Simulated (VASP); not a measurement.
Write the native input for VASP 6.6.1 that does the following.

```
Task                   : single point
Functional             : PBEsol
Potentials or basis    : VASP PAW PBE potentials, release 64 (Te, Mo_sv)
Cutoff                 : 520 eV
k mesh                 : 12 × 12 × 2
Occupations            : gaussian, width 0.05 eV
Spin                   : no spin polarisation
Dipole correction      : no
Further INCAR settings : ALGO = Normal; EDIFF = 1e-07; NBANDS = 35
```

The structure of Te2Mo lies in POSCAR:

```
Te2Mo
1.0
    3.3192945305      0.0000000000      0.0000000000
   -1.6596472652      2.8745933861      0.0000000000
    0.0000000000      0.0000000000     13.6583254868
Te Mo
4 2
Direct
    0.3333333333      0.6666666667      0.6211281373
    0.6666666667      0.3333333333      0.1211281373
    0.3333333333      0.6666666667      0.8788718627
    0.6666666667      0.3333333333      0.3788718627
    0.3333333333      0.6666666667      0.2500000000
    0.6666666667      0.3333333333      0.7500000000
```

This cell differs from its parent crystal: strain -0.050 along x and y, -0.025 along z.

The input as run:

INCAR

```
SYSTEM = Te2Mo
PREC = Accurate ; ENCUT = 520
EDIFF = 1E-7 ; ISMEAR = 0
SIGMA = 0.05 ; LREAL = .False.
LASPH = .True. ; NELM = 60
ALGO = Normal ; ISIF = 2
LWAVE = .False. ; LCHARG = .False.
GGA = PS ; NBANDS = 35
```

KPOINTS

```
Automatic mesh
0
Gamma
  12 12 2
  0 0 0
```

Potentials or basis: VASP PAW PBE potentials, release 64 (Te, Mo_sv).

Launch:

```bash
$ cat potpaw_PBE.64/Te/POTCAR potpaw_PBE.64/Mo_sv/POTCAR > POTCAR
$ mpirun -np 1 vasp_std > vasp.out
```

Results of the run:

```json
{
  "Pressure": "17.5 GPa",
  "Largest force": "1.904 eV/Å",
  "Band gap on the k mesh": "0.65 eV, indirect (least direct gap 1.11 eV)"
}
```

Caveat: the cell differs from its parent crystal (strain -0.050 along x and y, -0.025 along z); the PAW data sets were made with another functional, which shifts forces and pressure a little; spin-orbit coupling is left out, which moves the levels of the heavy elements; this functional lacks dispersion, which binds the layers, so the pressure and a relaxed spacing across them are unreliable.

Wall time 2.2 min on 1 thread of Intel(R) Xeon(R) 6975P-C (Granite Rapids), with other jobs on the host, peak memory 0.35 GiB.
